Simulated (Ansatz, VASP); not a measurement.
GaN: VASP beside Ansatz

INCAR

```
SYSTEM = GaN
ALGO = Normal
EDIFF = 1E-8
ENCUT = 520
GGA = PE
ISIF = 2
ISMEAR = -1
LASPH = .True.
LCHARG = .False.
LEFG = .True.
LREAL = .False.
LWAVE = .False.
NBANDS = 16
NELM = 60
PREC = Accurate
SIGMA = 0.02
```

KPOINTS

```
k-points
0
Gamma
  13 13 13
  0 0 0
```

Contents of POSCAR:

```
GaN
1.0
    0.0000000000      2.0323500000      1.9925000000
    2.0323500000      0.0000000000      1.9925000000
    2.0323500000      2.0323500000      0.0000000000
Ga N
1 1
Direct
    0.5000000000      0.5000000000      0.5000000000
    0.0000000000      0.0000000000      0.0000000000
```

Input for Ansatz:

```yaml
crystal:
  lattice:
    - [0.0, 2.03235, 1.9925]
    - [2.03235, 0.0, 1.9925]
    - [2.03235, 2.03235, 0.0]
  atoms:
    - { symbol: Ga, position: [0.5, 0.5, 0.5] }
    - { symbol: "N", position: [0.0, 0.0, 0.0] }
kpoints:
  mp_grid: { grid: [13, 13, 13] }
scf:
  occupations: { method: fermi_dirac, width: 0.02 }
hamiltonian:
  xc: pbe
  pseudopotentials: { kind: paw }
output:
  forces: true
  stress: true
  eigenvalues: true
  efg: { contact_densities: true }
  write_density: true
  write_potential: true
  elf: true
  volumetric_format: npy
```

Change from the starting cell: equal xx and yy strain of +2 %, PAW files.

Alike in both runs: task electric field gradients; functional PBE; k mesh 13 × 13 × 13; occupations fermi-dirac, width 0.02 eV; no spin polarisation.

```csv
,VASP,Ansatz
version,VASP 6.6.1,Ansatz 0.2.0
potentials or method,"VASP PAW PBE potentials, release 64 (Ga_d, N)","PAW with Ansatz's default frozen-core files, scalar-relativistic"
plane-wave cutoff (eV),520,420
valence electrons in the cell,18,18
```

Ansatz gave:

| Item | Value |
| --- | --- |
| gap on the k mesh at the Fermi level (eV) | 1.47 |
| pressure (GPa) | 51.3 |
| traceless stress, the component that is largest in VASP (GPa) | 5.78 |
| size of Vzz on the site where it differs most (V/Å²) | 20.0 |

Question: What did VASP give for the same quantities?

Answer: gap on the k mesh at the Fermi level (eV): 1.46; pressure (GPa): 52.4; traceless stress, the component that is largest in VASP (GPa): 5.72; size of Vzz on the site where it differs most (V/Å²): 19.3.

Both programs put the cell under a high pressure, so it lies far from rest at this level. With one functional, cell and mesh, what is left measures potentials, basis and numerics.
